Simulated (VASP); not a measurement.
Set up this calculation in VASP 6.6.1, as the native input.

```yaml
Task: single point
Functional: PBE
Potentials_or_basis: VASP PAW PBE potentials, release 64 (Rh_pv)
Cutoff: 500 eV
k_mesh: 13 × 13 × 13
Occupations: methfessel-paxton, width 0.05 eV
Spin: no spin polarisation
Dipole_correction: no
Further_INCAR_settings: ALGO = Normal; EDIFF = 1e-06; NBANDS = 14
```

The structure of Rh lies in POSCAR:

```
Rh
1.0
    0.0000000000      1.8819009266      1.8819009266
    1.8819009266      0.0000000000      1.8819009266
    1.8819009266      1.8819009266      0.0000000000
Rh
1
Direct
    0.0000000000      0.0000000000      0.0000000000
```

One way to write it, as run:

INCAR

```
SYSTEM = Rh
PREC = Accurate
ENCUT = 500
EDIFF = 1E-6
ISMEAR = 1
SIGMA = 0.05
LREAL = .FALSE.
LASPH = .TRUE.
NELM = 120
ALGO = Normal
ISIF = 2
LWAVE = .FALSE.
LCHARG = .FALSE.
GGA = PE
NBANDS = 14
GGA_COMPAT = .FALSE.
```

KPOINTS

```
Automatic mesh
0
G
  13 13 13
  0 0 0
```

Potentials or basis: VASP PAW PBE potentials, release 64 (Rh_pv).

Command:

```sh
$ cat potpaw_PBE.64/Rh_pv/POTCAR > POTCAR
$ mpirun -np 1 vasp_std > vasp.out
```

It gave:

```yaml
Pressure: 15.6 GPa
```

It took 5 s on 1 thread of Intel(R) Xeon(R) 6975P-C (Granite Rapids), with other jobs on the host, peak memory 0.13 GiB.
